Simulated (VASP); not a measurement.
Crystal: CaO.

```
Ca O
1.0
     0.00000    2.43861    2.43861
     2.43861    0.00000    2.43861
     2.43861    2.43861    0.00000
Ca O
1 1
Direct
  0.00000 0.00000 0.00000
  0.50000 0.50000 0.50000
```

Base run:

- Program: VASP 6.6.1
- Functional: r2SCAN
- Potentials or basis: VASP PAW PBE potentials, release 64 (Ca_sv, O)
- Cutoff: 520 eV
- k mesh: 6 × 6 × 6
- Occupations: fermi-dirac, width 0.0164 eV
- Spin: no spin polarisation

Its results: band gap on the k mesh 4.20 eV, indirect (least direct gap 4.58 eV); pressure -4.5 GPa.

Question: The run is repeated on the same cell with these changes: k mesh from 6 × 6 × 6 to 9 × 9 × 9; further incar settings from ALGO = Normal; EDIFF = 1e-06; NBANDS = 15 to ALGO = Normal; EDIFF = 1e-07; NBANDS = 15. What comes out?

Answer: Band gap on the k mesh 4.25 eV, indirect (least direct gap 4.63 eV); pressure -4.5 GPa.

Caveats: the PAW data sets were made with another functional, which shifts forces and pressure a little.

A k mesh can miss the band edges.
